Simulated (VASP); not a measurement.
A run of VASP 6.6.1 is set up as follows.

The input INCAR:

```
SYSTEM = Ru
PREC     = Accurate       ! precision mode
ENCUT    = 520            ! plane-wave cutoff, eV
EDIFF    = 1E-6           ! SCF threshold, eV
ISMEAR   = -1             ! smearing method
SIGMA    = 0.1            ! smearing width, eV
LREAL    = .False.        ! projectors in reciprocal space
LASPH    = .True.         ! aspherical terms in the spheres
NELM     = 60             ! most SCF steps
ALGO     = Normal         ! electronic algorithm
ISIF     = 2              ! what is computed and relaxed
LWAVE    = .False.        ! write WAVECAR
LCHARG   = .False.        ! write CHGCAR
GGA      = PE             ! functional
NBANDS   = 21             ! bands
```

Contents of KPOINTS:

```
regular mesh
0
Gamma
  9 9 5
  0 0 0
```

File POSCAR:

```
Ru
1.0
    2.7078260000      0.0000000000      0.0000000000
   -1.3539130000      2.3450460000      0.0000000000
    0.0000000000      0.0000000000      4.2681020000
Ru
2
Direct
    0.3333330000      0.6666670000      0.2500000000
    0.6666670000      0.3333330000      0.7500000000
```

Potentials or basis: VASP PAW PBE potentials, release 64 (Ru_pv).

Launch:

```sh
$ cat potpaw_PBE.64/Ru_pv/POTCAR > POTCAR
$ mpirun -np 1 vasp_std > vasp.out
```

**Question.** What does it give for the pressure?

**Answer.** 5.0 GPa.

**Question.** What does it give for the band gap on the k mesh?

**Answer.** Zero (band 14 reaches 14.33 eV, above the bottom of band 15 at 11.29 eV).

Stress tensor (GPa, compression positive):
```
4.63 0.00 0.00
0.00 4.63 0.00
0.00 0.00 5.76
```
